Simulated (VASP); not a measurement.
# Sn (Immm) in VASP: a series of runs

The runs below take Sn through single point, with PBEsol+D3(BJ).

All numbers are computed with VASP 6.6.1; they aren't measurements. Logs are shortened: lines on timing, memory, paths and dates and some standing lists are left out, and cuts for length are marked.

## Step 1: The cell of the first run

It takes space group Immm (No. 71, orthorhombic). The conventional cell has a = 3.444 Å, b = 3.644 Å, c = 3.974 Å, α = 90.00°, β = 90.00°, γ = 90.00°. Sn (site symmetry mmm) has 14 Sn at 3.20 to 3.97 Å within 4.2 Å.

## Step 2: Single point, PBEsol+D3(BJ) (strain -0.0050 x Voigt [0, 1, 0, 0, 0, 0])

File INCAR:

```
SYSTEM = Sn
PREC = Accurate ; ENCUT = 520
EDIFF = 1E-6 ; ISMEAR = 0
SIGMA = 0.15 ; LREAL = .False.
LASPH = .True. ; NELM = 80
ALGO = Fast ; ISIF = 2
LWAVE = .False. ; LCHARG = .False.
GGA = PS ; IVDW = 12
NBANDS = 13
```

File KPOINTS:

```
regular mesh
0
Gamma
  24 24 24
  0 0 0
```

File POSCAR:

```
Sn
1.0
   -1.8221530004      1.7218061086      1.9868244599
    1.8221530004     -1.7218061086      1.9868244599
    1.8221530004      1.7218061086     -1.9868244599
Sn
1
Direct
    0.0000000000      0.0000000000      0.0000000000
```

Potentials or basis: VASP PAW PBE potentials, release 64 (Sn_d).

Started as:

```
$ cat potpaw_PBE.64/Sn_d/POTCAR > POTCAR
$ mpirun -np 1 vasp_std > vasp.out
```

OUTCAR:

```text
SYSTEM = Sn
   PREC = Accurate
   ENCUT = 520
   EDIFF = 1E-6
   ISMEAR = 0
   LREAL = .False.
   LASPH = .True.
   NELM = 80
   ISIF = 2
   GGA = PS
   IVDW = 12
 IVDW          = 12

 ion  position               nearest neighbor table
   1  0.000  0.000  0.000-

  LATTYP: Found a body centered orthorhombic cell.
 ALAT       =     3.4436122172
 B/A-ratio  =     1.0582800185
 C/A-ratio  =     1.1539188123

  Lattice vectors:

 A1 = (   1.8221530004,  -1.7218061086,  -1.9868244599)
 A2 = (  -1.8221530004,   1.7218061086,  -1.9868244599)
 A3 = (   1.8221530004,   1.7218061086,   1.9868244599)

Analysis of symmetry for initial positions (statically):
=====================================================================
 Subroutine PRICEL returns:
 Original cell was already a primitive cell.

 Routine SETGRP: Setting up the symmetry group for a
 body centered orthorhombic supercell.

 Subroutine GETGRP returns: Found  8 space group operations
 (whereof  8 operations were pure point group operations)
 out of a pool of  8 trial point group operations.

The static configuration has the point symmetry D_2h.

Analysis of symmetry for dynamics (positions and initial velocities):
=====================================================================
 Subroutine PRICEL returns:
 Original cell was already a primitive cell.

 Routine SETGRP: Setting up the symmetry group for a
 body centered orthorhombic supercell.

 Subroutine GETGRP returns: Found  8 space group operations
 (whereof  8 operations were pure point group operations)
 out of a pool of  8 trial point group operations.

The dynamic configuration has the point symmetry D_2h.

 Subroutine INISYM returns: Found  8 space group operations
 (whereof  8 operations are pure point group operations),
 and found     1 'primitive' translations

----------------------------------------------------------------------------------------

                                     Primitive cell

  volume of cell :      24.9338

  direct lattice vectors                    reciprocal lattice vectors
    -1.822153000  1.721806109  1.986824460     0.000000000  0.290392744  0.251657864
     1.822153000 -1.721806109  1.986824460     0.274400668  0.000000000  0.251657864
     1.822153000  1.721806109 -1.986824460     0.274400668  0.290392744  0.000000000

  length of vectors
     3.198801223  3.198801223  3.198801223     0.384265047  0.372327016  0.399529313

  position of ions in fractional coordinates (direct lattice)
     0.000000000  0.000000000  0.000000000

  ion indices of the primitive-cell ions
   primitive index   ion index
[... 83 lines left out ...]
   PSTRESS=    0.0 pullay stress
   NELECT =      14.0000    total number of electrons
   NUPDOWN=      -1.0000    fix difference up-down
   EMIN   =  10.00;   EMAX   =-10.00  energy-range for DOS
   EFERMI =   0.00;   METHOD = LEGACY
   ISMEAR =     0;   SIGMA  =   0.15  broadening in eV -4-tet -1-fermi 0-gaus
   EFERMI_NEDOS =   21; number of points for ismear=-14 and -15
   IALGO  =     68    algorithm
   IMIX   =      4    mixing-type and parameters
     AMIX     =   0.40;   BMIX     =  1.00
     AMIX_MAG =   1.60;   BMIX_MAG =  1.00
  volume/ion in A,a.u.               =      24.93       168.26
  Fermi-wavevector in a.u.,A,eV,Ry     =   1.350583  2.552232 24.818044  1.824075
  Thomas-Fermi vector in A             =   2.478076
   LORBIT       =      0    0 simple, 1 ext, 2 COOP (PROOUT), +10 PAW based schemes
   GGA     = PS    functional components
   LHFCALC =     F    Hartree Fock is set to
   AEXX    =    0.0000 exact exchange contribution
   IVDW    =    12    specifies the selected vdW correction
   LEPSILON=     F    determine dielectric tensor
   LRPA    =     F    only Hartree local field effects (RPA)
 non-spin polarized calculation
 RMM-DIIS sequential band-by-band and
 Gauss-broadening in eV      SIGMA  =   0.15
  energy-cutoff  :      520.00
  volume of cell :       24.93
 maximum number of plane-waves:       695
   NGX = 11   NGY = 11   NGZ = 11

 number of electron      14.0000002 magnetization

 Free energy of the ion-electron system (eV)
  ---------------------------------------------------
  ext. energy  EPLUGINS =         0.00000000
  ---------------------------------------------------
  free energy    TOTEN  =        -4.22539870 eV

  energy without entropy =       -4.21954480  energy(sigma->0) =       -4.22247175

 E-fermi :   9.0370     XC(G=0): -10.9148

 val. band max:        9.0369260247   @ k =  -0.3750  -0.3333   0.2917
 cond. band min:       9.0392463852   @ k =   0.2083   0.3333   0.0417
 fundamental gap:      0.0023203605
 Fermi energy:         9.0369893983

 k-point     1 :       0.0000    0.0000    0.0000
  band No.  band energies     occupation
      1     -12.5070      2.00000
      2     -12.4780      2.00000
      3     -12.4498      2.00000
      4     -12.3567      2.00000
      5     -12.2855      2.00000
      6      -2.7464      2.00000
      7      17.2972      0.00000
      8      17.3691      0.00000
      9      18.2650      0.00000
     10      20.5845      0.00000
     11      21.1442      0.00000
     12      22.0666      0.00000
     13      22.3219      0.00000
[... 354 lines left out ...]
  band No.  band energies     occupation
      1     -12.5350      2.00000
      2     -12.4684      2.00000
      3     -12.3452      2.00000
      4     -12.2891      2.00000
      5     -12.2193      2.00000
      6       1.6719      2.00000
      7       5.2129      2.00000
      8      12.9360      0.00000
      9      14.7021      0.00000
     10      17.8695      0.00000
     11      18.4857      0.00000
     12      22.4903      0.00000
     13      25.5842      0.00000

 [... further k-points ...]

------------------------ aborting loop because EDIFF is reached ----------------------------------------

 Edisp (eV)   -0.42607

 E8    (eV) :    -0.3006

  FORCE on cell =-STRESS in cart. coord.  units (eV):
  Direction    XX          YY          ZZ          XY          YZ          ZX
  --------------------------------------------------------------------------------------
  -------------------------------------------------------------------------------------
  Total       0.10472     0.05297     0.00933    -0.00000     0.00000     0.00000
  in kB       6.72901     3.40341     0.59957    -0.00000     0.00000     0.00000
  external pressure =        3.58 kB  Pullay stress =        0.00 kB

 VOLUME and BASIS-vectors are now :
 -----------------------------------------------------------------------------
  energy-cutoff  :      520.00
  volume of cell :       24.93
      direct lattice vectors                 reciprocal lattice vectors
    -1.822153000  1.721806109  1.986824460     0.000000000  0.290392744  0.251657864
     1.822153000 -1.721806109  1.986824460     0.274400668  0.000000000  0.251657864
     1.822153000  1.721806109 -1.986824460     0.274400668  0.290392744  0.000000000

 POSITION                                       TOTAL-FORCE (eV/Angst)
 -----------------------------------------------------------------------------------
      0.00000      0.00000      0.00000         0.000000      0.000000      0.000000
 -----------------------------------------------------------------------------------
    total drift:                               -0.000000      0.000000      0.000000

  FREE ENERGIE OF THE ION-ELECTRON SYSTEM (eV)
  ---------------------------------------------------
  free  energy   TOTEN  =        -4.6514728632 eV

  energy  without entropy=       -4.6456189648  energy(sigma->0) =       -4.64854591
```

OSZICAR:

```text
N       E                     dE             d eps       ncg     rms          rms(c)
DAV:   1     0.805024154758E+02    0.80502E+02   -0.71544E+03 52979   0.165E+03
DAV:   2     0.127239211709E+01   -0.79230E+02   -0.76541E+02 54458   0.344E+02
DAV:   3    -0.414033931339E+01   -0.54127E+01   -0.53900E+01 60756   0.724E+01
DAV:   4    -0.424658853817E+01   -0.10625E+00   -0.10623E+00 60638   0.108E+01
DAV:   5    -0.425002881228E+01   -0.34403E-02   -0.34402E-02 65570   0.191E+00    0.159E+00
RMM:   6    -0.423155842713E+01    0.18470E-01   -0.15497E-02 64904   0.168E+00    0.891E-01
RMM:   7    -0.422564498424E+01    0.59134E-02   -0.10922E-02 64278   0.127E+00    0.130E-01
RMM:   8    -0.422536577001E+01    0.27921E-03   -0.10775E-03 72629   0.433E-01    0.343E-02
RMM:   9    -0.422539515991E+01   -0.29390E-04   -0.32070E-04 80343   0.165E-01    0.293E-02
RMM:  10    -0.422539775289E+01   -0.25930E-05   -0.41538E-05 69226   0.937E-02    0.153E-02
RMM:  11    -0.422539818532E+01   -0.43243E-06   -0.21713E-05 76443   0.506E-02    0.347E-03
RMM:  12    -0.422539869876E+01   -0.51345E-06   -0.56276E-06 55562   0.224E-02
   1 F= -.46514729E+01 E0= -.46485459E+01  d E =-.585390E-02
```

stdout:

```text
POSCAR found type information on POSCAR Sn
 POSCAR found :  1 types and       1 ions
 scaLAPACK will be used
 -----------------------------------------------------------------------------
|                                                                             |
|                                                                             |
|     You enforced a specific xc type in the INCAR file but a different       |
|     I HOPE YOU KNOW WHAT YOU ARE DOING!                                     |
|                                                                             |
 -----------------------------------------------------------------------------

 LDA part: xc-table for (Slater+PW92), standard interpolation
 POSCAR, INCAR and KPOINTS ok, starting setup
 FFT: planning ... GRIDC
 FFT: planning ... GRID_SOFT
 FFT: planning ... GRID
 WAVECAR not read
 entering main loop
WARNING in EDDRMM: call to ZHEGV failed, returncode =   6  3      8
WARNING in EDDRMM: call to ZHEGV failed, returncode =   8  4     12
WARNING in EDDRMM: call to ZHEGV failed, returncode =   8  4     13
WARNING in EDDRMM: call to ZHEGV failed, returncode =   8  4     11
WARNING in EDDRMM: call to ZHEGV failed, returncode =   8  4     11
WARNING in EDDRMM: call to ZHEGV failed, returncode =   8  4     11
WARNING in EDDRMM: call to ZHEGV failed, returncode =   8  4     10
WARNING in EDDRMM: call to ZHEGV failed, returncode =   6  3     11
WARNING in EDDRMM: call to ZHEGV failed, returncode =   6  3     11
WARNING in EDDRMM: call to ZHEGV failed, returncode =   6  3     11
WARNING in EDDRMM: call to ZHEGV failed, returncode =   6  3      9
WARNING in EDDRMM: call to ZHEGV failed, returncode =   6  3     10
WARNING in EDDRMM: call to ZHEGV failed, returncode =   6  3     10
```

It took 2.3 min on 1 thread of Intel Xeon 6975P-C (Granite Rapids), shared host; peak memory 0.65 GiB.

What came out:

- Free energy: -4.6515 eV
- Pressure: 0.4 GPa
- Band gap on the k mesh: zero (bands 7 and 8 overlap by 10.84 eV)
- Dispersion energy per atom: -0.426 eV

Stress tensor (GPa, compression positive):
```
0.67 0.00 0.00
0.00 0.34 0.00
0.00 0.00 0.06
```

Caveat: the cell differs from its parent crystal (strain -0.0050 x Voigt [0, 1, 0, 0, 0, 0]); the PAW data sets were made with another functional, which shifts forces and pressure a little; spin-orbit coupling is left out, which moves the levels of the heavy elements.

## Step 3: Single point, PBEsol+D3(BJ) (strain +0.0050 x Voigt [0, 1, 0, 0, 0, 0])

File INCAR:

```
  PREC = Accurate
  ENCUT = 520
  EDIFF = 1E-7
  ISMEAR = 0
  SIGMA = 0.15
  LREAL = F
  LASPH = T
  NELM = 80
  ALGO = Fast
  ISIF = 2
  LWAVE = F
  LCHARG = F
  GGA = PS
  IVDW = 12
  NBANDS = 13
```

File KPOINTS:

```
regular mesh
0
Gamma
  24 24 24
```

File POSCAR:

```
Sn
1.0
   -1.8221530004      1.7391106926      1.9868244599
    1.8221530004     -1.7391106926      1.9868244599
    1.8221530004      1.7391106926     -1.9868244599
Sn
1
Direct
    0.0000000000      0.0000000000      0.0000000000
```

Potentials or basis: VASP PAW PBE potentials, release 64 (Sn_d).

Started as:

```
$ cat potpaw_PBE.64/Sn_d/POTCAR > POTCAR
$ mpirun -np 1 vasp_std > vasp.out
```

OUTCAR:

```text
PREC = Accurate
   ENCUT = 520
   EDIFF = 1E-7
   ISMEAR = 0
   LREAL = F
   LASPH = T
   NELM = 80
   ISIF = 2
   GGA = PS
   IVDW = 12
 IVDW          = 12

 ion  position               nearest neighbor table
   1  0.000  0.000  0.000-

  LATTYP: Found a body centered orthorhombic cell.
 ALAT       =     3.4782213852
 B/A-ratio  =     1.0477498690
 C/A-ratio  =     1.1424370331

  Lattice vectors:

 A1 = (   1.8221530004,  -1.7391106926,  -1.9868244599)
 A2 = (  -1.8221530004,   1.7391106926,  -1.9868244599)
 A3 = (   1.8221530004,   1.7391106926,   1.9868244599)

Analysis of symmetry for initial positions (statically):
=====================================================================
 Subroutine PRICEL returns:
 Original cell was already a primitive cell.

 Routine SETGRP: Setting up the symmetry group for a
 body centered orthorhombic supercell.

 Subroutine GETGRP returns: Found  8 space group operations
 (whereof  8 operations were pure point group operations)
 out of a pool of  8 trial point group operations.

The static configuration has the point symmetry D_2h.

Analysis of symmetry for dynamics (positions and initial velocities):
[... 173 lines left out ...]
      7      17.1276      0.00000
      8      17.2402      0.00000
      9      17.9479      0.00000
     10      20.4214      0.00000
     11      21.0758      0.00000
     12      21.8774      0.00000
     13      22.1712      0.00000
[... 354 lines left out ...]
  band No.  band energies     occupation
      1     -12.6552      2.00000
      2     -12.5902      2.00000
      3     -12.4718      2.00000
      4     -12.4209      2.00000
      5     -12.3493      2.00000
      6       1.5545      2.00000
      7       5.0837      2.00000
      8      12.8098      0.00000
      9      14.5983      0.00000
     10      17.7355      0.00000
     11      18.3433      0.00000
     12      22.3705      0.00000
     13      25.4362      0.00000

 [... further k-points ...]

------------------------ aborting loop because EDIFF is reached ----------------------------------------

 Edisp (eV)   -0.42165

 E8    (eV) :    -0.2975

  FORCE on cell =-STRESS in cart. coord.  units (eV):
  Direction    XX          YY          ZZ          XY          YZ          ZX
  --------------------------------------------------------------------------------------
  -------------------------------------------------------------------------------------
  Total      -0.00808    -0.06801    -0.07410    -0.00000     0.00000     0.00000
  in kB      -0.51429    -4.32668    -4.71421    -0.00000     0.00000     0.00000
  external pressure =       -3.19 kB  Pullay stress =        0.00 kB

 VOLUME and BASIS-vectors are now :
 -----------------------------------------------------------------------------
  energy-cutoff  :      520.00
  volume of cell :       25.18
      direct lattice vectors                 reciprocal lattice vectors
    -1.822153000  1.739110693  1.986824460     0.000000000  0.287503264  0.251657864
     1.822153000 -1.739110693  1.986824460     0.274400668  0.000000000  0.251657864
     1.822153000  1.739110693 -1.986824460     0.274400668  0.287503264  0.000000000

 POSITION                                       TOTAL-FORCE (eV/Angst)
 -----------------------------------------------------------------------------------
      0.00000      0.00000      0.00000        -0.000000      0.000000      0.000000
 -----------------------------------------------------------------------------------
    total drift:                                0.000000      0.000000     -0.000000

  FREE ENERGIE OF THE ION-ELECTRON SYSTEM (eV)
  ---------------------------------------------------
  free  energy   TOTEN  =        -4.6514658596 eV

  energy  without entropy=       -4.6455686848  energy(sigma->0) =       -4.64851727
```

It took 2.5 min on 1 thread of Intel Xeon 6975P-C (Granite Rapids), shared host; peak memory 0.66 GiB.

What came out:

```
Free energy                : -4.6515 eV
Pressure                   : -0.3 GPa
Band gap on the k mesh     : zero (bands 7 and 8 overlap by 10.80 eV)
Dispersion energy per atom : -0.422 eV
```

Levels at points of the mesh, in eV from the Fermi level:
```tsv
k point	band 3	band 4	band 5	band 6	band 7	band 8	band 9	band 10	band 11	band 12
(0.00, 0.00, 0.00)	-21.48	-21.38	-21.32	-11.70	8.22	8.34	9.04	11.52	12.17	12.97
(0.50, 0.00, 0.00)	-21.38	-21.32	-21.24	-6.55	-4.88	4.10	5.87	8.68	8.78	13.35
(0.00, 0.50, 0.00)	-21.39	-21.34	-21.25	-6.93	-5.01	4.79	6.79	9.48	9.66	12.98
(0.50, 0.50, 0.00)	-21.33	-21.31	-21.22	-5.99	-4.61	3.03	4.40	7.33	7.42	16.97
(0.50, 0.50, 0.50)	-21.28	-21.26	-21.24	-2.50	-1.92	-0.31	0.72	3.59	4.61	18.86
```

Caveat: the cell differs from its parent crystal (strain +0.0050 x Voigt [0, 1, 0, 0, 0, 0]); the PAW data sets were made with another functional, which shifts forces and pressure a little; spin-orbit coupling is left out, which moves the levels of the heavy elements.

(Continued in part 2 of 2.)
